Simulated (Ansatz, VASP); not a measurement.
NiMoIrPdW: VASP beside Ansatz

```
CELL_PARAMETERS angstrom
4.14670 0.00000 0.00000
-2.07335 3.59115 0.00000
0.00000 0.00000 5.41629
ATOMIC_POSITIONS crystal
Ni 0.00000 0.00000 0.02221
Mo 0.66667 0.33333 0.45996
Pd 0.33333 0.66667 0.74601
Ir 0.33333 0.66667 0.25641
W 0.66667 0.33333 0.99985
```

Alike in both runs: functional PBE; k mesh 4 × 4 × 3; occupations fermi-dirac, width 0.05 eV; collinear spin.

```csv
,VASP,Ansatz
version,VASP 6.6.1,Ansatz 0.2.0
potentials or method,"VASP PAW PBE potentials, release 64 (Ni, Mo_sv, Pd, Ir, W_sv), cutoff 520 eV","all-electron LAPW, scalar-relativistic"
task,single point,band structure
```

|  | VASP | Ansatz | Ansatz less VASP |
| --- | --- | --- | --- |
| gap on the k mesh at the Fermi level (eV) | none | none | - |
| pressure (GPa) | 0.0 | -0.3 | -0.26 |
| traceless stress, the component that is largest in VASP (GPa) | -1.24 | -1.21 | +0.021 |
| rms of the force components (eV/Å) | 0.104 | 0.093 | -0.0110 |
| net moment per atom (μB) | 0.00 | 0.00 | 0.000 |

Atom by atom the forces differ by 0.013 eV/Å (rms over components). A gap of «none» marks a metal or a gap that the smearing closes. Ansatz ran all-electron here, and VASP with PAW potentials.

The k mesh is coarse, so the values compare programs but aren't converged. Spin-orbit coupling is off throughout. Noted on Ansatz's run: the k mesh is thin for a metal, which can move the energy by tens of meV per atom.
